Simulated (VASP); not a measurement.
Runs of VASP 6.6.1 on PbSe. The structure is cubic, space group Fm-3m (No. 225). The conventional cell has a = 6.121 Å, b = 6.121 Å, c = 6.121 Å, α = 90.00°, β = 90.00°, γ = 90.00°. Pb (site symmetry m-3m) has 6 Se at 3.06 Å within 4.0 Å. Within 4.0 Å of Se (site symmetry m-3m) lie 6 Pb at 3.06 Å. 

| k mesh | gap on the mesh (eV) | pressure (GPa) |
| --- | --- | --- |
| 2 × 2 × 2 | (b) | 2.7 |
| 5 × 5 × 5 | - | -2.2 |
| 3 × 3 × 3 | - | -3.0 |
| 6 × 6 × 6 | (a) | -2.1 |

Alike in all rows: task single point; level LDA; potentials or basis VASP PAW LDA potentials, release 64 (Pb_d, Se); no spin polarisation; cell as given; cutoff (eV) 500; smearing fermi-dirac 0.02 eV.

Q: Fill in the values left out.

A: (a) 0.16; (b) 0.01.

Caveats: some runs use coarse meshes; spin-orbit coupling is left out, which moves the levels of the heavy elements.

A k mesh can miss the band edges, and the runs leave out spin-orbit coupling on Pb, Se.
